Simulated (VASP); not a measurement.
# Te (P2/m) in VASP: a series of runs, part 3 of 3

VASP 6.6.1. The steps go on from the part before.

**5. Relaxation of cell and atoms, PBE**

The input, INCAR:

```
SYSTEM = Te
PREC = Accurate ; ENCUT = 600
EDIFF = 1E-7 ; ISMEAR = 0
SIGMA = 0.1 ; LREAL = .False.
LASPH = .True. ; NELM = 60
ALGO = Normal ; ISIF = 3
LWAVE = .False. ; LCHARG = .False.
GGA = PE ; IBRION = 2
NSW = 90 ; EDIFFG = -0.04
```

The input, KPOINTS:

```
Automatic mesh
0
Gamma
  6 6 6
  0 0 0
```

The input, POSCAR:

```
Te
1.0
    3.0022663571      0.0000000000      0.0000000000
    0.0000000000      3.2744242988      0.0000000000
   -0.2005611354      0.0000000000      3.3457934473
Te
1
Direct
    0.0000000000      0.0000000000      0.5000000000
```

Potentials or basis: VASP PAW PBE potentials, release 64 (Te).

The run is started by

```sh
$ cat potpaw_PBE.64/Te/POTCAR > POTCAR
$ mpirun -np 1 vasp_std > vasp.out
```

OUTCAR:

```text
SYSTEM = Te
   PREC = Accurate
   ENCUT = 600
   EDIFF = 1E-7
   ISMEAR = 0
   LREAL = .False.
   LASPH = .True.
   NELM = 60
   ISIF = 3
   GGA = PE
   IBRION = 2
   NSW = 90
   EDIFFG = -0.04

 ion  position               nearest neighbor table
   1  0.000  0.000  0.500-

  LATTYP: Found a simple monoclinic cell.
 ALAT       =     3.0022663571
 B/A-ratio  =     1.0906508315
 C/A-ratio  =     1.1164230296
 COS(beta)  =    -0.0598368570

  Lattice vectors:

 A1 = (   3.0022663571,   0.0000000000,   0.0000000000)
 A2 = (   0.0000000000,   3.2744242988,   0.0000000000)
 A3 = (  -0.2005611354,   0.0000000000,   3.3457934473)

Analysis of symmetry for initial positions (statically):
=====================================================================
 Subroutine PRICEL returns:
 Original cell was already a primitive cell.

 Routine SETGRP: Setting up the symmetry group for a
 simple monoclinic supercell.

 Subroutine GETGRP returns: Found  4 space group operations
 (whereof  4 operations were pure point group operations)
 out of a pool of  4 trial point group operations.

The static configuration has the point symmetry C_2h.

Analysis of symmetry for dynamics (positions and initial velocities):
=====================================================================
 Subroutine PRICEL returns:
 Original cell was already a primitive cell.

 Routine SETGRP: Setting up the symmetry group for a
 simple monoclinic supercell.

 Subroutine GETGRP returns: Found  4 space group operations
 (whereof  4 operations were pure point group operations)
 out of a pool of  4 trial point group operations.

The dynamic configuration has the point symmetry C_2h.

 Subroutine INISYM returns: Found  4 space group operations
 (whereof  4 operations are pure point group operations),
 and found     1 'primitive' translations

----------------------------------------------------------------------------------------

                                     Primitive cell

  volume of cell :      32.8915

  direct lattice vectors                    reciprocal lattice vectors
     3.002266357  0.000000000  0.000000000     0.333081706  0.000000000  0.019966339
     0.000000000  3.274424299  0.000000000     0.000000000  0.305397196  0.000000000
    -0.200561135  0.000000000  3.345793447     0.000000000  0.000000000  0.298882766

  length of vectors
     3.002266357  3.274424299  3.351799302     0.333679603  0.305397196  0.298882766

  position of ions in fractional coordinates (direct lattice)
     0.000000000  0.000000000  0.500000000

  ion indices of the primitive-cell ions
   primitive index   ion index
                 1           1

----------------------------------------------------------------------------------------

 KPOINTS: Automatic mesh

Automatic generation of k-mesh.
 Grid dimensions read from file:
 generate k-points for:    6    6    6

 Generating k-lattice:

[... 56 lines left out ...]
   LNONCOLLINEAR =      F non collinear calculations
   LSORBIT =      F    spin-orbit coupling
   LASPH  =      T    aspherical Exc in radial PAW
   ENCUT  =  600.0 eV  44.10 Ry    6.64 a.u.   6.00  6.54  6.69*2*pi/ulx,y,z
   NELM   =     60;   NELMIN=  2; NELMDL= -5     # of ELM steps
   EDIFF  = 0.1E-06   stopping-criterion for ELM
   LREAL  =      F    real-space projection
   EDIFFG = -.4E-01   stopping-criterion for IOM
   NSW    =     90    number of steps for IOM
   IBRION =      2    ionic relax: 0-MD 1-quasi-New 2-CG
   NFREE  =      1    steps in history (QN), initial steepest desc. (CG)
   ISIF   =      3    stress and relaxation
   ISYM   =      2    0-nonsym 1-usesym 2-fastsym
   POTIM  = 0.5000    time-step for ionic-motion
   TEBEG  =    0.0;   TEEND  =   0.0 temperature during run
   PSTRESS=    0.0 pullay stress
   NELECT =       6.0000    total number of electrons
   NUPDOWN=      -1.0000    fix difference up-down
   EMIN   =  10.00;   EMAX   =-10.00  energy-range for DOS
   EFERMI =   0.00;   METHOD = LEGACY
   ISMEAR =     0;   SIGMA  =   0.10  broadening in eV -4-tet -1-fermi 0-gaus
   EFERMI_NEDOS =   21; number of points for ismear=-14 and -15
   IALGO  =     38    algorithm
   IMIX   =      4    mixing-type and parameters
     AMIX     =   0.40;   BMIX     =  1.00
     AMIX_MAG =   1.60;   BMIX_MAG =  1.00
  volume/ion in A,a.u.               =      32.89       221.96
  Fermi-wavevector in a.u.,A,eV,Ry     =   0.928462  1.754539 11.728790  0.862042
  Thomas-Fermi vector in A             =   2.054641
   LORBIT       =      0    0 simple, 1 ext, 2 COOP (PROOUT), +10 PAW based schemes
   GGA     = PE    functional components
   LHFCALC =     F    Hartree Fock is set to
   AEXX    =    0.0000 exact exchange contribution
   IVDW    =     0    specifies the selected vdW correction
   LEPSILON=     F    determine dielectric tensor
   LRPA    =     F    only Hartree local field effects (RPA)
 conjugate gradient relaxation of ions
 non-spin polarized calculation
 Gauss-broadening in eV      SIGMA  =   0.10
  energy-cutoff  :      600.00
  volume of cell :       32.89
 maximum number of plane-waves:      1118
   NGX = 11   NGY = 13   NGZ = 13

--------------------------------------- Ionic step        1  -------------------------------------------

 number of electron       6.0000000 magnetization

 Free energy of the ion-electron system (eV)
  ---------------------------------------------------
  ext. energy  EPLUGINS =         0.00000000
  ---------------------------------------------------
  free energy    TOTEN  =        -2.99143862 eV

  energy without entropy =       -2.98814605  energy(sigma->0) =       -2.98979233

------------------------ aborting loop because EDIFF is reached ----------------------------------------

  FORCE on cell =-STRESS in cart. coord.  units (eV):
  Direction    XX          YY          ZZ          XY          YZ          ZX
  --------------------------------------------------------------------------------------
  -------------------------------------------------------------------------------------
  Total       -0.1238956      0.3928608     -0.1947047      0.0000000      0.0000000      0.1553026
  in kB       -6.0350835     19.1366542     -9.4842659      0.0000000      0.0000000      7.5649503
  external PRESSURE =       1.2057683 kB  Pullay stress =       0.0000000 kB
[... 86 lines left out ...]
  FREE ENERGIE OF THE ION-ELECTRON SYSTEM (eV)
  ---------------------------------------------------
  free  energy   TOTEN  =        -2.9985933051 eV

  energy  without entropy=       -2.9965437710  energy(sigma->0) =       -2.99756854

[... ionic steps 4 to 7 ...]

--------------------------------------- Ionic step        8  -------------------------------------------

 number of electron       6.0000000 magnetization

------------------------ aborting loop because EDIFF is reached ----------------------------------------
[... 65 lines left out ...]
--------------------------------------- Ionic step       10  -------------------------------------------

 number of electron       6.0000000 magnetization

 Free energy of the ion-electron system (eV)
  ---------------------------------------------------
  ext. energy  EPLUGINS =         0.00000000
  ---------------------------------------------------
  free energy    TOTEN  =        -3.00144710 eV

  energy without entropy =       -2.99973780  energy(sigma->0) =       -3.00059245

 E-fermi :   6.3535     XC(G=0):  -9.2136

 val. band max:        6.1466603158   @ k =   0.1667   0.0000   0.1667
 cond. band min:       6.3986302474   @ k =  -0.1667   0.1667   0.1667
 fundamental gap:      0.2519699316
 Fermi energy:         6.3535349181

 k-point     1 :       0.0000    0.0000    0.0000
  band No.  band energies     occupation
      1      -7.3795      2.00000
      2       6.5512      0.00517
      3       6.5527      0.00485
      4       9.2245      0.00000
      5      11.4698      0.00000
      6      11.8036      0.00000
      7      14.2407      0.00000
[... 221 lines left out ...]
 k-point    24 :       0.1667    0.1667    0.1667
  band No.  band energies     occupation
      1      -6.4355      2.00000
      2       4.9865      2.00000
      3       5.0379      2.00000
      4       6.4035      0.47978
      5      14.5962      0.00000
      6      15.2430      0.00000
      7      17.0486      0.00000

 [... further k-points ...]

------------------------ aborting loop because EDIFF is reached ----------------------------------------

  FORCE on cell =-STRESS in cart. coord.  units (eV):
  Direction    XX          YY          ZZ          XY          YZ          ZX
  --------------------------------------------------------------------------------------
  -------------------------------------------------------------------------------------
  Total       -0.0219609     -0.0024375     -0.0049292      0.0000000      0.0000000     -0.0029563
  in kB       -1.0619965     -0.1178727     -0.2383693      0.0000000      0.0000000     -0.1429607
  external PRESSURE =      -0.4727462 kB  Pullay stress =       0.0000000 kB
[... 16 lines left out ...]
  FREE ENERGIE OF THE ION-ELECTRON SYSTEM (eV)
  ---------------------------------------------------
  free  energy   TOTEN  =        -3.0014470995 eV

  energy  without entropy=       -2.9997377995  energy(sigma->0) =       -3.00059245

 reached required accuracy - stopping structural energy minimisation
```

OSZICAR:

```text
N       E                     dE             d eps       ncg     rms          rms(c)
DAV:   1     0.176667012923E+02    0.17667E+02   -0.26162E+03  1120   0.755E+02
DAV:   2    -0.251696380423E+01   -0.20184E+02   -0.19508E+02  1519   0.798E+01
[... 70 lines left out ...]
   9 F= -.30014143E+01 E0= -.30005620E+01  d E =-.146048E-02
       N       E                     dE             d eps       ncg     rms          rms(c)
DAV:   1    -0.300146312147E+01   -0.48812E-04   -0.10484E-03  1372   0.175E-01    0.247E-02
DAV:   2    -0.300145244429E+01    0.10677E-04   -0.24524E-05  1281   0.382E-02    0.124E-02
DAV:   3    -0.300144706036E+01    0.53839E-05   -0.12894E-05  1323   0.196E-02    0.102E-02
DAV:   4    -0.300144709946E+01   -0.39095E-07   -0.60202E-07  1463   0.528E-03
  10 F= -.30014471E+01 E0= -.30005924E+01  d E =-.327838E-04
```

CONTCAR:

```text
Te
   1.00000000000000
     2.9819380266070996    0.0000000000000000    0.0910958571890600
     0.0000000000000000    3.3323624720209484    0.0000000000000000
    -0.0986402867391167    0.0000000000000000    3.3311452024227823
  Te
     1
Direct
     0.0000000000000000    0.0000000000000000    0.5000000000000000

  0.00000000E+00  0.00000000E+00  0.00000000E+00
```

Wall time 59 s (1 thread of Intel Xeon Platinum 8259CL at 2.50GHz (Skylake/Cascade Lake), shared host); peak memory 0.17 GiB.

Results:

* Free energy: -3.0014 eV
* Relaxed volume: 33.13 Å³/atom
* Relaxed cell: a = 2.983 Å, b = 3.332 Å, c = 3.333 Å, α = 90.00°, β = 89.95°, γ = 90.00°
* Space group after relaxing (to 0.05 Å): P4/mmm (No. 123)
* Energy gained by relaxing: 10.0 meV/atom
* Ionic steps: 10
* Pressure after relaxing: 0.0 GPa
* Band gap on the k mesh: zero (band 3 reaches 8.58 eV, above the bottom of band 4 at 3.94 eV)

The path:
```tsv
step	energy change (eV)	largest force (eV/Å)	pressure (GPa)	volume (Å³)
1	0.0000	0.0000	0.12	32.89
2	-0.0072	0.0000	0.10	33.00
3	-0.0072	0.0000	0.10	33.00
4	-0.0082	0.0000	-0.10	33.11
5	-0.0085	0.0000	-0.29	33.21
6	-0.0090	0.0000	-0.25	33.20
7	-0.0099	0.0000	-0.14	33.17
8	-0.0100	0.0000	-0.10	33.16
9	-0.0100	0.0000	-0.11	33.16
10	-0.0100	0.0000	-0.05	33.13
```

Final structure:
```
Te
1.0
     2.98194    0.00000    0.09110
     0.00000    3.33236    0.00000
    -0.09864    0.00000    3.33115
Te
1
Direct
  0.00000 0.00000 0.50000
```

Caveat: spin-orbit coupling is left out, which moves the levels of the heavy elements.

**6. Summary**

| task | cell | k mesh | cutoff (eV) | gap on the mesh (eV) | pressure (GPa) | relaxed volume (Å³/atom) |
| --- | --- | --- | --- | --- | --- | --- |
| single point | a = 3.002, b = 3.274, c = 3.352 Å, angles 90.0, 93.4, 90.0°, 1 atom | 6 × 4 × 6 | 520 | none | 0.0 | - |
| single point | a = 2.867, b = 4.001, c = 3.688 Å, angles 90.0, 106.7, 90.0°, 1 atom | 6 × 4 × 6 | 520 | none | -2.2 | - |
| relaxation of cell and atoms | relaxed from a = 2.867, b = 4.001, c = 3.688 Å, angles 90.0, 106.7, 90.0°, 1 atom | 6 × 4 × 6 | 600 | none | 0.0 | 35.34 |
| relaxation of cell and atoms | relaxed from a = 3.002, b = 3.274, c = 3.352 Å, angles 90.0, 93.4, 90.0°, 1 atom | 6 × 6 × 6 | 600 | none | 0.0 | 33.13 |

Alike in all rows: level PBE; potentials or basis VASP PAW PBE potentials, release 64 (Te); no spin polarisation; smearing gaussian 0.1 eV.

Caveats: some runs use coarse meshes; spin-orbit coupling is left out, which moves the levels of the heavy elements.

Total energies depend on the potentials used, so only differences within one code and one set of settings carry meaning.
